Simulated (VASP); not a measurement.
# Rb3Ag (Pm-3m) in VASP: further runs

The runs below take Rb3Ag through single point, relaxation of cell and atoms, with PBE.

All numbers are computed with VASP 6.6.1; they aren't measurements. Logs are shortened: lines on timing, memory, paths and dates and some standing lists are left out, and cuts for length are marked.

## (1) The cell of the first run

It takes space group Pm-3m (No. 221, cubic). The conventional cell has a = 6.136 Å, b = 6.136 Å, c = 6.136 Å, α = 90.00°, β = 90.00°, γ = 90.00°. Within 5.7 Å of Rb (site symmetry 4/mmm) lie 8 Rb at 4.34 Å and 4 Ag at 4.34 Å. Ag (site symmetry m-3m) has 12 Rb at 4.34 Å within 5.7 Å.

## (2) Single point, PBE

INCAR

```
PREC = Accurate
ENCUT = 520
EDIFF = 1E-6
ISMEAR = 0
SIGMA = 0.1
LREAL = False
LASPH = True
NELM = 60
ALGO = Fast
ISIF = 2
LWAVE = False
LCHARG = True
GGA = PE
LELF = True
LVHAR = True
NBANDS = 27
```

KPOINTS

```
Automatic mesh
0
Gamma
  8 8 8
```

POSCAR

```
Rb3Ag
1.0
    6.1361480000      0.0000000000      0.0000000000
    0.0000000000      6.1361480000      0.0000000000
    0.0000000000      0.0000000000      6.1361480000
Rb Ag
3 1
Direct
    0.0000000000      0.5000000000      0.5000000000
    0.5000000000      0.0000000000      0.5000000000
    0.5000000000      0.5000000000      0.0000000000
    0.0000000000      0.0000000000      0.0000000000
```

Potentials or basis: VASP PAW PBE potentials, release 64 (Rb_sv, Ag).

Started as:

```console
> cat potpaw_PBE.64/Rb_sv/POTCAR potpaw_PBE.64/Ag/POTCAR > POTCAR
> mpirun -np 1 vasp_std > vasp.out
```

OUTCAR:

```text
PREC = Accurate
   ENCUT = 520
   EDIFF = 1E-6
   ISMEAR = 0
   LREAL = False
   LASPH = True
   NELM = 60
   ISIF = 2
   GGA = PE

 ion  position               nearest neighbor table
   1  0.000  0.500  0.500-   2 4.34   3 4.34   4 4.34   3 4.34   4 4.34   2 4.34   4 4.34   4 4.34
                             2 4.34   3 4.34   3 4.34   2 4.34
   2  0.500  0.000  0.500-   1 4.34   3 4.34   4 4.34   3 4.34   4 4.34   1 4.34   3 4.34   3 4.34
                             1 4.34   4 4.34   4 4.34   1 4.34
   3  0.500  0.500  0.000-   1 4.34   2 4.34   4 4.34   1 4.34   2 4.34   2 4.34   4 4.34   2 4.34
                             1 4.34   4 4.34   1 4.34   4 4.34
   4  0.000  0.000  0.000-   1 4.34   2 4.34   3 4.34   1 4.34   2 4.34   1 4.34   3 4.34   1 4.34
                             2 4.34   3 4.34   2 4.34   3 4.34

  LATTYP: Found a simple cubic cell.
 ALAT       =     6.1361480000

  Lattice vectors:

 A1 = (   6.1361480000,   0.0000000000,   0.0000000000)
 A2 = (   0.0000000000,   6.1361480000,   0.0000000000)
 A3 = (   0.0000000000,   0.0000000000,   6.1361480000)

Analysis of symmetry for initial positions (statically):
=====================================================================
 Subroutine PRICEL returns:
 Original cell was already a primitive cell.

 Routine SETGRP: Setting up the symmetry group for a
 simple cubic supercell.

 Subroutine GETGRP returns: Found 48 space group operations
 (whereof 48 operations were pure point group operations)
 out of a pool of 48 trial point group operations.

The static configuration has the point symmetry O_h .

Analysis of symmetry for dynamics (positions and initial velocities):
=====================================================================
 Subroutine PRICEL returns:
 Original cell was already a primitive cell.

 Routine SETGRP: Setting up the symmetry group for a
 simple cubic supercell.

 Subroutine GETGRP returns: Found 48 space group operations
 (whereof 48 operations were pure point group operations)
 out of a pool of 48 trial point group operations.

The dynamic configuration has the point symmetry O_h .

 Subroutine INISYM returns: Found 48 space group operations
 (whereof 48 operations are pure point group operations),
 and found     1 'primitive' translations

----------------------------------------------------------------------------------------

                                     Primitive cell

  volume of cell :     231.0402

  direct lattice vectors                    reciprocal lattice vectors
     6.136148000  0.000000000  0.000000000     0.162968690  0.000000000  0.000000000
     0.000000000  6.136148000  0.000000000     0.000000000  0.162968690  0.000000000
     0.000000000  0.000000000  6.136148000     0.000000000  0.000000000  0.162968690

  length of vectors
     6.136148000  6.136148000  6.136148000     0.162968690  0.162968690  0.162968690

  position of ions in fractional coordinates (direct lattice)
     0.000000000  0.500000000  0.500000000
     0.500000000  0.000000000  0.500000000
     0.500000000  0.500000000  0.000000000
     0.000000000  0.000000000  0.000000000

  ion indices of the primitive-cell ions
   primitive index   ion index
                 1           1
                 2           2
                 3           3
                 4           4

----------------------------------------------------------------------------------------

 KPOINTS: Automatic mesh

Automatic generation of k-mesh.
 Grid dimensions read from file:
 generate k-points for:    8    8    8

 Generating k-lattice:

  Cartesian coordinates                     Fractional coordinates (reciprocal lattice)
     0.020371086  0.000000000  0.000000000     0.125000000  0.000000000  0.000000000
     0.000000000  0.020371086  0.000000000     0.000000000  0.125000000  0.000000000
     0.000000000  0.000000000  0.020371086     0.000000000  0.000000000  0.125000000

  Length of vectors
     0.020371086  0.020371086  0.020371086

  Shift w.r.t. Gamma in fractional coordinates (k-lattice)
     0.000000000  0.000000000  0.000000000

 Subroutine IBZKPT returns following result:
 ===========================================

 Found     35 irreducible k-points:

 Following reciprocal coordinates:
            Coordinates               Weight
  0.000000  0.000000  0.000000      1.000000
  0.125000  0.000000  0.000000      6.000000
  0.250000  0.000000  0.000000      6.000000
  0.375000  0.000000  0.000000      6.000000
  0.500000  0.000000  0.000000      3.000000
  0.125000  0.125000  0.000000     12.000000
[... 16 lines left out ...]
  0.375000  0.375000  0.125000     24.000000
  0.500000  0.375000  0.125000     24.000000
 [... further k-points ...]
   k-points           NKPTS =     35   k-points in BZ     NKDIM =     35   number of bands    NBANDS=     27
   number of dos      NEDOS =    301   number of ions     NIONS =      4
   total plane-waves  NPLWV = 110592
   dimension x,y,z NGX =    48 NGY =   48 NGZ =   48
   dimension x,y,z NGXF=    96 NGYF=   96 NGZF=   96
   ions per type =               3   1
   NGX,Y,Z   is equivalent  to a cutoff of  13.00, 13.00, 13.00 a.u.
   NGXF,Y,Z  is equivalent  to a cutoff of  26.01, 26.01, 26.01 a.u.
 SYSTEM =  unknown system
   PREC   = accura    normal or accurate (medium, high low for compatibility)
   ISTART =      0    job   : 0-new  1-cont  2-samecut
   ICHARG =      2    charge: 1-file 2-atom 10-const
   ISPIN  =      1    spin polarized calculation?
   LNONCOLLINEAR =      F non collinear calculations
   LSORBIT =      F    spin-orbit coupling
   LASPH  =      T    aspherical Exc in radial PAW
   ENCUT  =  520.0 eV  38.22 Ry    6.18 a.u.  11.41 11.41 11.41*2*pi/ulx,y,z
   NELM   =     60;   NELMIN=  2; NELMDL= -5     # of ELM steps
   EDIFF  = 0.1E-05   stopping-criterion for ELM
   LREAL  =      F    real-space projection
   EDIFFG = 0.1E-04   stopping-criterion for IOM
   NSW    =      0    number of steps for IOM
   IBRION =     -1    ionic relax: 0-MD 1-quasi-New 2-CG
   NFREE  =      0    steps in history (QN), initial steepest desc. (CG)
   ISIF   =      2    stress and relaxation
   ISYM   =      2    0-nonsym 1-usesym 2-fastsym
   POTIM  = 0.5000    time-step for ionic-motion
   TEBEG  =    0.0;   TEEND  =   0.0 temperature during run
   PSTRESS=    0.0 pullay stress
   NELECT =      38.0000    total number of electrons
   NUPDOWN=      -1.0000    fix difference up-down
   EMIN   =  10.00;   EMAX   =-10.00  energy-range for DOS
   EFERMI =   0.00;   METHOD = LEGACY
   ISMEAR =     0;   SIGMA  =   0.10  broadening in eV -4-tet -1-fermi 0-gaus
   EFERMI_NEDOS =   21; number of points for ismear=-14 and -15
   IALGO  =     68    algorithm
   IMIX   =      4    mixing-type and parameters
     AMIX     =   0.40;   BMIX     =  1.00
     AMIX_MAG =   1.60;   BMIX_MAG =  1.00
  volume/ion in A,a.u.               =      57.76       389.78
  Fermi-wavevector in a.u.,A,eV,Ry     =   0.896961  1.695010 10.946417  0.804539
  Thomas-Fermi vector in A             =   2.019485
   LORBIT       =      0    0 simple, 1 ext, 2 COOP (PROOUT), +10 PAW based schemes
   GGA     = PE    functional components
   LHFCALC =     F    Hartree Fock is set to
   AEXX    =    0.0000 exact exchange contribution
   IVDW    =     0    specifies the selected vdW correction
   LEPSILON=     F    determine dielectric tensor
   LRPA    =     F    only Hartree local field effects (RPA)
 non-spin polarized calculation
 RMM-DIIS sequential band-by-band and
 Gauss-broadening in eV      SIGMA  =   0.10
  energy-cutoff  :      520.00
  volume of cell :      231.04
 maximum number of plane-waves:      6248
 NGX is ok and might be reduce to    48
   NGX = 23   NGY = 23   NGZ = 23

 number of electron      37.9999994 magnetization

 Free energy of the ion-electron system (eV)
  ---------------------------------------------------
  ext. energy  EPLUGINS =         0.00000000
  ---------------------------------------------------
  free energy    TOTEN  =        -5.03539172 eV

  energy without entropy =       -5.02765510  energy(sigma->0) =       -5.03152341

 E-fermi :   1.0192     XC(G=0):  -6.5744

 val. band max:        1.0098628797   @ k =   0.3750   0.3750   0.0000
 cond. band min:       1.0519252325   @ k =   0.5000   0.3750   0.0000
 fundamental gap:      0.0420623527
 Fermi energy:         1.0192051240

 k-point     1 :       0.0000    0.0000    0.0000
  band No.  band energies     occupation
      1     -27.7985      2.00000
      2     -27.7687      2.00000
      3     -27.7687      2.00000
      4     -12.0242      2.00000
      5     -12.0242      2.00000
      6     -12.0242      2.00000
[... 19 lines left out ...]
     26       3.4307      0.00000
     27       3.4307      0.00000

 k-point     2 :       0.1250    0.0000    0.0000
  band No.  band energies     occupation
      1     -27.7975      2.00000
      2     -27.7697      2.00000
      3     -27.7687      2.00000
      4     -12.0186      2.00000
      5     -12.0186      2.00000
      6     -12.0158      2.00000
[... 19 lines left out ...]
     26       3.5052      0.00000
     27       3.5053      0.00000

 k-point     3 :       0.2500    0.0000    0.0000
  band No.  band energies     occupation
      1     -27.7946      2.00000
      2     -27.7724      2.00000
      3     -27.7686      2.00000
      4     -12.0037      2.00000
      5     -12.0037      2.00000
      6     -11.9912      2.00000
[... 19 lines left out ...]
     26       3.6407      0.00000
     27       3.8204      0.00000

 k-point     4 :       0.3750    0.0000    0.0000
  band No.  band energies     occupation
      1     -27.7909      2.00000
      2     -27.7762      2.00000
      3     -27.7686      2.00000
      4     -11.9857      2.00000
      5     -11.9857      2.00000
      6     -11.9529      2.00000
[... 19 lines left out ...]
     26       3.7507      0.00000
     27       3.7587      0.00000

 k-point     5 :       0.5000    0.0000    0.0000
  band No.  band energies     occupation
      1     -27.7885      2.00000
      2     -27.7786      2.00000
      3     -27.7686      2.00000
      4     -11.9767      2.00000
      5     -11.9767      2.00000
      6     -11.9090      2.00000
[... 19 lines left out ...]
     26       3.7932      0.00000
     27       3.7932      0.00000

 k-point     6 :       0.1250    0.1250    0.0000
  band No.  band energies     occupation
      1     -27.7965      2.00000
      2     -27.7701      2.00000
      3     -27.7692      2.00000
      4     -12.0233      2.00000
      5     -12.0130      2.00000
      6     -11.9983      2.00000
[... 444 lines left out ...]
      1     -27.7872      2.00000
      2     -27.7764      2.00000
      3     -27.7720      2.00000
      4     -12.0355      2.00000
      5     -11.9500      2.00000
      6     -11.9288      2.00000
[... 19 lines left out ...]
     26       4.0772      0.00000
     27       4.2485      0.00000

 k-point    22 :       0.5000    0.2500    0.1250
  band No.  band energies     occupation
      1     -27.7850      2.00000
      2     -27.7785      2.00000
      3     -27.7720      2.00000
      4     -12.0312      2.00000
      5     -11.9555      2.00000
      6     -11.9235      2.00000
[... 19 lines left out ...]
     26       4.1616      0.00000
     27       4.2286      0.00000

 k-point    23 :       0.3750    0.3750    0.1250
  band No.  band energies     occupation
      1     -27.7843      2.00000
      2     -27.7771      2.00000
      3     -27.7742      2.00000
      4     -12.0445      2.00000
      5     -11.9684      2.00000
      6     -11.9194      2.00000
[... 19 lines left out ...]
     26       4.3248      0.00000
     27       4.3664      0.00000

 k-point    24 :       0.5000    0.3750    0.1250
  band No.  band energies     occupation
      1     -27.7820      2.00000
      2     -27.7785      2.00000
      3     -27.7750      2.00000
      4     -12.0465      2.00000
      5     -11.9786      2.00000
      6     -11.9147      2.00000
[... 19 lines left out ...]
     26       4.3712      0.00000
     27       4.3767      0.00000

 [... further k-points ...]

------------------------ aborting loop because EDIFF is reached ----------------------------------------

  FORCE on cell =-STRESS in cart. coord.  units (eV):
  Direction    XX          YY          ZZ          XY          YZ          ZX
  --------------------------------------------------------------------------------------
  -------------------------------------------------------------------------------------
  Total       -0.0016024     -0.0016024     -0.0016024      0.0000000     -0.0000000      0.0000000
  in kB       -0.0111118     -0.0111118     -0.0111118      0.0000000     -0.0000000      0.0000000
  external PRESSURE =      -0.0111118 kB  Pullay stress =       0.0000000 kB

 VOLUME and BASIS-vectors are now :
 -----------------------------------------------------------------------------
  energy-cutoff  :      520.00
  volume of cell :      231.04
      direct lattice vectors                 reciprocal lattice vectors
     6.136148000  0.000000000  0.000000000     0.162968690  0.000000000  0.000000000
     0.000000000  6.136148000  0.000000000     0.000000000  0.162968690  0.000000000
     0.000000000  0.000000000  6.136148000     0.000000000  0.000000000  0.162968690

 POSITION                                       TOTAL-FORCE (eV/Angst)
 -----------------------------------------------------------------------------------
      0.00000      3.06807      3.06807         0.000000      0.000000      0.000000
      3.06807      0.00000      3.06807         0.000000      0.000000      0.000000
      3.06807      3.06807      0.00000         0.000000      0.000000      0.000000
      0.00000      0.00000      0.00000         0.000000      0.000000      0.000000
 -----------------------------------------------------------------------------------
    total drift:                                0.000000     -0.000000     -0.000000

  FREE ENERGIE OF THE ION-ELECTRON SYSTEM (eV)
  ---------------------------------------------------
  free  energy   TOTEN  =        -5.0353917200 eV

  energy  without entropy=       -5.0276551023  energy(sigma->0) =       -5.03152341
```

It took 2.3 min on 1 thread of AMD EPYC 9R45 (Zen 5), shared host; peak memory 0.42 GiB.

Results:

```yaml
Free_energy: -5.0354 eV
Pressure: 0.0 GPa
Band_gap_on_the_k_mesh: zero (bands 19 and 20 overlap by 0.93 eV)
```

Levels at points of the mesh, in eV from the Fermi level:
```
           k point  band 17  band 18  band 19  band 20  band 21  band 22
(0.00, 0.00, 0.00)    -3.80    -2.86    -0.28     1.56     1.56     1.90
(0.50, 0.00, 0.00)    -3.80    -2.07    -1.15     0.98     1.54     1.54
(0.50, 0.50, 0.00)    -3.78    -1.67    -0.16    -0.16     0.22     1.55
(0.50, 0.50, 0.50)    -3.78    -1.66     0.78     0.78     0.78     0.96
```

## (3) Relaxation of cell and atoms, PBE

INCAR

```
SYSTEM = Rb3Ag
PREC = Accurate
ENCUT = 600
EDIFF = 1E-6
ISMEAR = 0
SIGMA = 0.1
LREAL = .FALSE.
LASPH = .TRUE.
NELM = 80
ALGO = Fast
ISIF = 3
LWAVE = .FALSE.
LCHARG = .FALSE.
GGA = PE
IBRION = 2
NSW = 100
EDIFFG = -0.01
```

KPOINTS

```
Automatic mesh
0
G
  8 8 8
  0 0 0
```

POSCAR is that of step 2.

Potentials or basis: VASP PAW PBE potentials, release 64 (Rb_sv, Ag).

Started as:

```console
> cat potpaw_PBE.64/Rb_sv/POTCAR potpaw_PBE.64/Ag/POTCAR > POTCAR
> mpirun -np 1 vasp_std > vasp.out
```

Run time: 2.1 min. Hardware: 1 thread of AMD EPYC 9R45 (Zen 5), shared host; peak memory 0.46 GiB.

Results (log left out):

| Quantity | Value |
| --- | --- |
| Free energy | -5.0351 eV |
| Pressure after relaxing | 0.0 GPa |
| Band gap on the k mesh | zero (bands 19 and 20 overlap by 0.93 eV) |

Final structure:
```xyz
4
Lattice="6.1361 0.0000 0.0000 0.0000 6.1361 0.0000 0.0000 0.0000 6.1361" Properties=species:S:1:pos:R:3 pbc="T T T"
Rb    0.0000    3.0681    3.0681
Rb    3.0681    0.0000    3.0681
Rb    3.0681    3.0681    0.0000
Ag    0.0000    0.0000    0.0000
```

Levels at points of the mesh, in eV from the Fermi level:
```
           k point  band 17  band 18  band 19  band 20  band 21  band 22
(0.00, 0.00, 0.00)    -3.80    -2.86    -0.28     1.56     1.57     1.90
(0.50, 0.00, 0.00)    -3.80    -2.07    -1.15     0.98     1.54     1.54
(0.50, 0.50, 0.00)    -3.78    -1.67    -0.16    -0.16     0.22     1.55
(0.50, 0.50, 0.50)    -3.78    -1.66     0.78     0.78     0.93     0.96
```

Caveat: the relaxation stopped at its first step, so nothing moved.
